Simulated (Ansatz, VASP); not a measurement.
## One calculation of AlN, two programs

File INCAR:

```
ALGO     = Normal         # electronic algorithm
EDIFF    = 1E-7           # SCF threshold, eV
ENCUT    = 520            # plane-wave cutoff, eV
GGA      = PS             # functional
ISIF     = 2              # what is computed and relaxed
ISMEAR   = -1             # smearing method
LASPH    = T              # aspherical terms in the spheres
LCHARG   = F              # write CHGCAR
LREAL    = F              # projectors in reciprocal space
LWAVE    = F              # write WAVECAR
NBANDS   = 11             # bands
NELM     = 60             # most SCF steps
PREC     = Accurate       # precision mode
SIGMA    = 0.08           # smearing width, eV
```

The input KPOINTS:

```
k-points
0
Gamma
  15 15 15
```

POSCAR

```
AlN
1.0
    0.0000000000      2.1441141154      2.1441141154
    2.1441141154      0.0000000000      2.1441141154
    2.1441141154      2.1441141154      0.0000000000
Al N
1 1
Direct
    0.0000000000      0.0000000000      0.0000000000
    0.2500000000      0.2500000000      0.2500000000
```

Input for Ansatz:

```yaml
crystal:
  lattice:
    - [0.0, 2.1441141154, 2.1441141154]
    - [2.1441141154, 0.0, 2.1441141154]
    - [2.1441141154, 2.1441141154, 0.0]
  atoms:
    - { symbol: Al, position: [0.0, 0.0, 0.0] }
    - { symbol: "N", position: [0.25, 0.25, 0.25] }
kpoints:
  mp_grid: { grid: [15, 15, 15] }
scf:
  occupations: { method: fermi_dirac, width: 0.08 }
hamiltonian:
  xc: pbesol
  pseudopotentials: { kind: paw }
output:
  forces: true
  stress: true
  eigenvalues: true
  populations: true
```

Change from the starting cell: volume scaled by 0.94, PAW files.

Alike in both runs: task single point; functional PBEsol; k mesh 15 × 15 × 15; occupations fermi-dirac, width 0.08 eV; no spin polarisation.

|  | VASP | Ansatz |
| --- | --- | --- |
| version | VASP 6.6.1 | Ansatz 0.2.0 |
| potentials or method | VASP PAW PBE potentials, release 64 (Al, N) | PAW with Ansatz's default frozen-core files, scalar-relativistic |
| plane-wave cutoff (eV) | 520 | 420 |
| valence electrons in the cell | 8 | 8 |

|  | VASP | Ansatz | Ansatz less VASP |
| --- | --- | --- | --- |
| gap on the k mesh at the Fermi level (eV) | 3.28 | 3.29 | +0.010 |
| pressure (GPa) | 14.1 | 14.0 | -0.09 |

VASP's potentials were made for PBE, not for PBEsol.
